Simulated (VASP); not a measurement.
# Ge (P6_3/mmc) in VASP: further runs

The runs below take Ge through single point, with PBEsol.

Everything below comes from runs of VASP 6.6.1. Logs are shortened: lines on timing, memory, paths and dates and some standing lists are left out, and cuts for length are marked.

## 1. The cell of the first run

The structure is hexagonal, space group P6_3/mmc (No. 194). Conventional cell: a = 3.997 Å, b = 3.997 Å, c = 6.794 Å, α = 90.00°, β = 90.00°, γ = 120.00°. Ge (site symmetry 3m) has 4 Ge at 2.46 to 2.54 Å within 3.2 Å.

## 2. Single point, PBEsol (strain +0.000 along x and y, +0.030 along z)

Contents of INCAR:

```
SYSTEM = Ge
PREC     = Accurate       ! precision mode
ENCUT    = 520            ! plane-wave cutoff, eV
EDIFF    = 1E-6           ! SCF threshold, eV
ISMEAR   = 0              ! smearing method
SIGMA    = 0.15           ! smearing width, eV
LREAL    = .False.        ! projectors in reciprocal space
LASPH    = .True.         ! aspherical terms in the spheres
NELM     = 80             ! most SCF steps
ALGO     = Normal         ! electronic algorithm
ISIF     = 2              ! what is computed and relaxed
LWAVE    = .False.        ! write WAVECAR
LCHARG   = .True.         ! write CHGCAR
GGA      = PS             ! functional
LELF     = .True.         ! ELF
LVHAR    = .True.       
NBANDS   = 36             ! bands
```

Contents of KPOINTS:

```
regular mesh
0
Gamma
  12 12 8
  0 0 0
```

Contents of POSCAR:

```
Ge
1.0
    3.9969678642      0.0000000000      0.0000000000
   -1.9984839321      3.4614757085      0.0000000000
    0.0000000000      0.0000000000      6.7942560870
Ge
4
Direct
    0.6666666667      0.3333333333      0.0629118565
    0.3333333333      0.6666666667      0.5629118565
    0.6666666667      0.3333333333      0.4370881435
    0.3333333333      0.6666666667      0.9370881435
```

Potentials or basis: VASP PAW PBE potentials, release 64 (Ge_d).

Run with:

```bash
> cat potpaw_PBE.64/Ge_d/POTCAR > POTCAR
> mpirun -np 1 vasp_std > vasp.out
```

OUTCAR:

```text
SYSTEM = Ge
   PREC = Accurate
   ENCUT = 520
   EDIFF = 1E-6
   ISMEAR = 0
   LREAL = .False.
   LASPH = .True.
   NELM = 80
   ISIF = 2
   GGA = PS

 ion  position               nearest neighbor table
   1  0.667  0.333  0.063-   4 2.46   4 2.46   4 2.46   3 2.54
   2  0.333  0.667  0.563-   3 2.46   3 2.46   3 2.46   4 2.54
   3  0.667  0.333  0.437-   2 2.46   2 2.46   2 2.46   1 2.54
   4  0.333  0.667  0.937-   1 2.46   1 2.46   1 2.46   2 2.54

  LATTYP: Found a hexagonal cell.
 ALAT       =     3.9969678642
 C/A-ratio  =     1.6998525677

  Lattice vectors:

 A1 = (   3.9969678642,   0.0000000000,   0.0000000000)
 A2 = (  -1.9984839321,   3.4614757085,   0.0000000000)
 A3 = (   0.0000000000,   0.0000000000,   6.7942560870)

Analysis of symmetry for initial positions (statically):
=====================================================================
 Subroutine PRICEL returns:
 Original cell was already a primitive cell.

 Routine SETGRP: Setting up the symmetry group for a
 hexagonal supercell.

 Subroutine GETGRP returns: Found 24 space group operations
 (whereof 12 operations were pure point group operations)
 out of a pool of 24 trial point group operations.

The static configuration has the point symmetry D_3d.
 The point group associated with its full space group is D_6h.

Analysis of symmetry for dynamics (positions and initial velocities):
=====================================================================
 Subroutine PRICEL returns:
 Original cell was already a primitive cell.

 Routine SETGRP: Setting up the symmetry group for a
 hexagonal supercell.

 Subroutine GETGRP returns: Found 24 space group operations
 (whereof 12 operations were pure point group operations)
 out of a pool of 24 trial point group operations.

The dynamic configuration has the point symmetry D_3d.
 The point group associated with its full space group is D_6h.

 Subroutine INISYM returns: Found 24 space group operations
 (whereof 12 operations are pure point group operations),
 and found     1 'primitive' translations

----------------------------------------------------------------------------------------

                                     Primitive cell

  volume of cell :      94.0013

  direct lattice vectors                    reciprocal lattice vectors
     3.996967864  0.000000000  0.000000000     0.250189652  0.144447063  0.000000000
    -1.998483932  3.461475709  0.000000000     0.000000000  0.288894126  0.000000000
     0.000000000  0.000000000  6.794256087     0.000000000  0.000000000  0.147183148

  length of vectors
     3.996967864  3.996967864  6.794256087     0.288894126  0.288894126  0.147183148

  position of ions in fractional coordinates (direct lattice)
     0.666666667  0.333333333  0.062911857
     0.333333333  0.666666667  0.562911857
     0.666666667  0.333333333  0.437088143
     0.333333333  0.666666667  0.937088143

  ion indices of the primitive-cell ions
   primitive index   ion index
                 1           1
                 2           2
                 3           3
                 4           4

----------------------------------------------------------------------------------------

 KPOINTS: regular mesh

Automatic generation of k-mesh.
 Grid dimensions read from file:
 generate k-points for:   12   12    8

 Generating k-lattice:

  Cartesian coordinates                     Fractional coordinates (reciprocal lattice)
     0.020849138  0.012037255  0.000000000     0.083333333 -0.000000000  0.000000000
     0.000000000  0.024074511  0.000000000     0.000000000  0.083333333  0.000000000
     0.000000000  0.000000000  0.018397894     0.000000000  0.000000000  0.125000000

  Length of vectors
     0.024074511  0.024074511  0.018397894

  Shift w.r.t. Gamma in fractional coordinates (k-lattice)
     0.000000000  0.000000000  0.000000000

 Subroutine IBZKPT returns following result:
 ===========================================

 Found     95 irreducible k-points:

 Following reciprocal coordinates:
            Coordinates               Weight
  0.000000  0.000000  0.000000      1.000000
  0.083333 -0.000000  0.000000      6.000000
  0.166667 -0.000000  0.000000      6.000000
  0.250000  0.000000  0.000000      6.000000
  0.333333 -0.000000  0.000000      6.000000
  0.416667  0.000000  0.000000      6.000000
[... 16 lines left out ...]
  0.250000  0.000000  0.125000     12.000000
  0.333333 -0.000000  0.125000     12.000000
 [... further k-points ...]
   k-points           NKPTS =     95   k-points in BZ     NKDIM =     95   number of bands    NBANDS=     36
   number of dos      NEDOS =    301   number of ions     NIONS =      4
   total plane-waves  NPLWV =  48600
   dimension x,y,z NGX =    30 NGY =   30 NGZ =   54
   dimension x,y,z NGXF=    60 NGYF=   60 NGZF=  108
   ions per type =               4
   NGX,Y,Z   is equivalent  to a cutoff of  12.48, 12.48, 13.21 a.u.
   NGXF,Y,Z  is equivalent  to a cutoff of  24.96, 24.96, 26.43 a.u.
 SYSTEM =  Ge
   PREC   = accura    normal or accurate (medium, high low for compatibility)
   ISTART =      0    job   : 0-new  1-cont  2-samecut
   ICHARG =      2    charge: 1-file 2-atom 10-const
   ISPIN  =      1    spin polarized calculation?
   LNONCOLLINEAR =      F non collinear calculations
   LSORBIT =      F    spin-orbit coupling
   LASPH  =      T    aspherical Exc in radial PAW
   ENCUT  =  520.0 eV  38.22 Ry    6.18 a.u.   7.43  7.43 12.63*2*pi/ulx,y,z
   NELM   =     80;   NELMIN=  2; NELMDL= -5     # of ELM steps
   EDIFF  = 0.1E-05   stopping-criterion for ELM
   LREAL  =      F    real-space projection
   EDIFFG = 0.1E-04   stopping-criterion for IOM
   NSW    =      0    number of steps for IOM
   IBRION =     -1    ionic relax: 0-MD 1-quasi-New 2-CG
   NFREE  =      0    steps in history (QN), initial steepest desc. (CG)
   ISIF   =      2    stress and relaxation
   ISYM   =      2    0-nonsym 1-usesym 2-fastsym
   POTIM  = 0.5000    time-step for ionic-motion
   TEBEG  =    0.0;   TEEND  =   0.0 temperature during run
   PSTRESS=    0.0 pullay stress
   NELECT =      56.0000    total number of electrons
   NUPDOWN=      -1.0000    fix difference up-down
   EMIN   =  10.00;   EMAX   =-10.00  energy-range for DOS
   EFERMI =   0.00;   METHOD = LEGACY
   ISMEAR =     0;   SIGMA  =   0.15  broadening in eV -4-tet -1-fermi 0-gaus
   EFERMI_NEDOS =   21; number of points for ismear=-14 and -15
   IALGO  =     38    algorithm
   IMIX   =      4    mixing-type and parameters
     AMIX     =   0.40;   BMIX     =  1.00
     AMIX_MAG =   1.60;   BMIX_MAG =  1.00
  volume/ion in A,a.u.               =      23.50       158.59
  Fermi-wavevector in a.u.,A,eV,Ry     =   1.377504  2.603105 25.817292  1.897517
  Thomas-Fermi vector in A             =   2.502651
   LORBIT       =      0    0 simple, 1 ext, 2 COOP (PROOUT), +10 PAW based schemes
   GGA     = PS    functional components
   LHFCALC =     F    Hartree Fock is set to
   AEXX    =    0.0000 exact exchange contribution
   IVDW    =     0    specifies the selected vdW correction
   LEPSILON=     F    determine dielectric tensor
   LRPA    =     F    only Hartree local field effects (RPA)
 non-spin polarized calculation
 Gauss-broadening in eV      SIGMA  =   0.15
  energy-cutoff  :      520.00
  volume of cell :       94.00
 maximum number of plane-waves:      2575
 NGX is ok and might be reduce to    30
   NGX = 15   NGY = 15   NGZ = 25

 number of electron      56.0000046 magnetization

 Free energy of the ion-electron system (eV)
  ---------------------------------------------------
  ext. energy  EPLUGINS =         0.00000000
  ---------------------------------------------------
  free energy    TOTEN  =       -19.64178989 eV

  energy without entropy =      -19.63977047  energy(sigma->0) =      -19.64078018

 E-fermi :   4.5968     XC(G=0):  -9.9496

 val. band max:        4.5813720973   @ k =   0.0000   0.0000   0.1250
 cond. band min:       4.6067408201   @ k =   0.0000   0.0000   0.0000
 fundamental gap:      0.0253687228
 Fermi energy:         4.5968346953

 k-point     1 :       0.0000    0.0000    0.0000
  band No.  band energies     occupation
      1     -20.2549      2.00000
      2     -20.2549      2.00000
      3     -20.2243      2.00000
      4     -20.2243      2.00000
      5     -20.1954      2.00000
      6     -20.1899      2.00000
[... 28 lines left out ...]
     35       9.0301      0.00000
     36      10.5248      0.00000

 k-point     2 :       0.0833   -0.0000    0.0000
  band No.  band energies     occupation
      1     -20.2578      2.00000
      2     -20.2562      2.00000
      3     -20.2263      2.00000
      4     -20.2240      2.00000
      5     -20.2032      2.00000
      6     -20.1858      2.00000
[... 28 lines left out ...]
     35       9.3380      0.00000
     36      10.9991      0.00000

 k-point     3 :       0.1667   -0.0000    0.0000
  band No.  band energies     occupation
      1     -20.2629      2.00000
      2     -20.2588      2.00000
      3     -20.2309      2.00000
      4     -20.2224      2.00000
      5     -20.2130      2.00000
      6     -20.1790      2.00000
[... 28 lines left out ...]
     35      10.1357      0.00000
     36      10.3064      0.00000

 k-point     4 :       0.2500    0.0000    0.0000
  band No.  band energies     occupation
      1     -20.2657      2.00000
      2     -20.2611      2.00000
      3     -20.2355      2.00000
      4     -20.2224      2.00000
      5     -20.2177      2.00000
      6     -20.1742      2.00000
[... 28 lines left out ...]
     35      10.7782      0.00000
     36      11.2087      0.00000

 k-point     5 :       0.3333   -0.0000    0.0000
  band No.  band energies     occupation
      1     -20.2645      2.00000
      2     -20.2623      2.00000
      3     -20.2388      2.00000
      4     -20.2315      2.00000
      5     -20.2095      2.00000
      6     -20.1722      2.00000
[... 655 lines left out ...]
 k-point    22 :       0.1667   -0.0000    0.1250
  band No.  band energies     occupation
      1     -20.2616      2.00000
      2     -20.2579      2.00000
      3     -20.2323      2.00000
      4     -20.2244      2.00000
      5     -20.2114      2.00000
      6     -20.1795      2.00000
[... 28 lines left out ...]
     35      10.0273      0.00000
     36      10.5272      0.00000

 k-point    23 :       0.2500    0.0000    0.1250
  band No.  band energies     occupation
      1     -20.2642      2.00000
      2     -20.2603      2.00000
      3     -20.2367      2.00000
      4     -20.2230      2.00000
      5     -20.2174      2.00000
      6     -20.1747      2.00000
[... 28 lines left out ...]
     35      10.6565      0.00000
     36      11.0781      0.00000

 k-point    24 :       0.3333   -0.0000    0.1250
  band No.  band energies     occupation
      1     -20.2628      2.00000
      2     -20.2615      2.00000
      3     -20.2399      2.00000
      4     -20.2303      2.00000
      5     -20.2106      2.00000
      6     -20.1725      2.00000
[... 28 lines left out ...]
     35      11.5660      0.00000
     36      11.8185      0.00000

 [... further k-points ...]
[... 5 lines left out ...]
  --------------------------------------------------------------------------------------
  -------------------------------------------------------------------------------------
  Total       -0.2519007     -0.2519007     -2.8860013      0.0000000      0.0000000      0.0000000
  in kB       -4.2934477     -4.2934477    -49.1895957      0.0000000      0.0000000      0.0000000
  external PRESSURE =     -19.2588304 kB  Pullay stress =       0.0000000 kB

 VOLUME and BASIS-vectors are now :
 -----------------------------------------------------------------------------
  energy-cutoff  :      520.00
  volume of cell :       94.00
      direct lattice vectors                 reciprocal lattice vectors
     3.996967864  0.000000000  0.000000000     0.250189652  0.144447063  0.000000000
    -1.998483932  3.461475709  0.000000000     0.000000000  0.288894126  0.000000000
     0.000000000  0.000000000  6.794256087     0.000000000  0.000000000  0.147183148

 POSITION                                       TOTAL-FORCE (eV/Angst)
 -----------------------------------------------------------------------------------
      1.99848      1.15383      0.42744         0.000000     -0.000000      0.202244
     -0.00000      2.30765      3.82457         0.000000      0.000000      0.202244
      1.99848      1.15383      2.96969        -0.000000     -0.000000     -0.202244
     -0.00000      2.30765      6.36682        -0.000000      0.000000     -0.202244
 -----------------------------------------------------------------------------------
    total drift:                               -0.000000      0.000000     -0.000000

  FREE ENERGIE OF THE ION-ELECTRON SYSTEM (eV)
  ---------------------------------------------------
  free  energy   TOTEN  =       -19.6417898943 eV

  energy  without entropy=      -19.6397704685  energy(sigma->0) =      -19.64078018
```

Run time: 5.2 min. Hardware: 1 thread of Intel Xeon 6975P-C, shared host; peak memory 0.35 GiB.

What came out:

```yaml
Free_energy: -19.6418 eV
Pressure: -1.9 GPa
Largest_force: 0.202 eV/Å
```

Forces on the atoms (eV/Å):
```
Ge   0.000  0.000  0.202
Ge   0.000  0.000  0.202
Ge   0.000  0.000 -0.202
Ge   0.000  0.000 -0.202
```

Levels at points of the mesh, in eV from the Fermi level:
```csv
k point,band 25,band 26,band 27,band 28,band 29,band 30,band 31,band 32
"(0.00, 0.00, 0.00)",-1.33,-0.45,-0.23,0.01,0.07,0.07,2.36,2.36
"(0.50, 0.00, 0.00)",-4.46,-2.93,-2.73,-1.50,0.57,1.37,3.38,3.75
"(0.00, 0.00, 0.50)",-0.77,-0.77,-0.77,-0.77,0.69,0.69,3.37,3.37
"(0.50, 0.00, 0.50)",-2.60,-2.60,-2.34,-2.34,0.37,0.37,1.98,1.98
```

Caveat: the cell differs from its parent crystal (strain +0.000 along x and y, +0.030 along z); the PAW data sets were made with another functional, which shifts forces and pressure a little.

(Part 1 of 2 ends here.)
